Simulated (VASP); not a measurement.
A run of VASP 6.6.1:

The input POSCAR:

```
ZnCu2SnS4
1.0
   -2.7021619596      2.7021619596      5.4272154584
    2.7021619596     -2.7021619596      5.4272154584
    2.7021619596      2.7021619596     -5.4272154584
Cu Zn Sn S
2 1 1 4
Direct
    0.7500000000      0.2500000000      0.5000000000
    0.2500000000      0.7500000000      0.5000000000
    0.0000000000      0.0000000000      0.0000000000
    0.5000000000      0.5000000000      0.0000000000
    0.8904178857      0.8904178857      0.5151336511
    0.1095821143      0.6247157654      0.0000000000
    0.6247157654      0.1095821143      0.0000000000
    0.3752842346      0.3752842346      0.4848663489
```

File INCAR.step1:

```
ALGO = Normal
EDIFF = 1E-4
ENCUT = 520
GGA = PE
ISMEAR = -1
LASPH = T
LCHARG = F
LREAL = F
LWAVE = T
NBANDS = 46
NELM = 100
PREC = Accurate
SIGMA = 0.02
```

The input INCAR.step2:

```
ALGO = Normal
EDIFF = 1E-6
ENCUT = 520
ISIF = 2
ISMEAR = -1
ISTART = 1
LASPH = T
LCHARG = F
LMIXTAU = T
LREAL = F
LWAVE = F
METAGGA = R2SCAN
NBANDS = 46
NELM = 100
PREC = Accurate
SIGMA = 0.02
```

The input KPOINTS:

```
k-points
0
Gamma
  6 6 6
```

Potentials or basis: VASP PAW PBE potentials, release 64 (Cu, Zn, Sn_d, S).

Run with:

```bash
$ cat potpaw_PBE.64/Cu/POTCAR potpaw_PBE.64/Zn/POTCAR potpaw_PBE.64/Sn_d/POTCAR potpaw_PBE.64/S/POTCAR > POTCAR
$ cp INCAR.step1 INCAR
$ mpirun -np 1 vasp_std > vasp.out
$ cp INCAR.step2 INCAR
$ mpirun -np 1 vasp_std > vasp.out
```

Hardware: 1 thread of Intel(R) Xeon(R) 6975P-C (Granite Rapids), on a shared host.

Question: Estimate the wall time of this run.

Answer: Wall time 10 min on 1 thread of Intel(R) Xeon(R) 6975P-C (Granite Rapids) (shared host), peak memory 0.5 GiB. Counts: k points 30.
